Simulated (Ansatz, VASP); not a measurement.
**LiCl: VASP beside Ansatz**

```
CELL_PARAMETERS angstrom
0.00000 2.54773 2.54773
2.54773 0.00000 2.54773
2.54773 2.54773 0.00000
ATOMIC_POSITIONS crystal
Li 0.00000 0.00000 0.00000
Cl 0.50000 0.50000 0.50000
```

Alike in both runs: task single point; functional PBE; k mesh 8 × 8 × 8; occupations gaussian, width 0.02 eV; no spin polarisation.

|  | VASP | Ansatz |
| --- | --- | --- |
| version | VASP 6.6.1 | Ansatz 0.2.0 |
| potentials or method | VASP PAW PBE potentials, release 64 (Li_sv, Cl), cutoff 750 eV | scalar-relativistic, plane waves, PAW |
| valence electrons in the cell | 10 | 10 |

|  | VASP | Ansatz | Ansatz less VASP |
| --- | --- | --- | --- |
| gap on the k mesh at the Fermi level (eV) | 6.45 | 6.44 | -0.007 |
| least direct gap on the mesh (eV) | 6.45 | 6.44 | -0.007 |
| pressure (GPa) | 1.0 | 1.1 | +0.09 |

With one functional, cell and mesh, what is left measures potentials, basis and numerics.
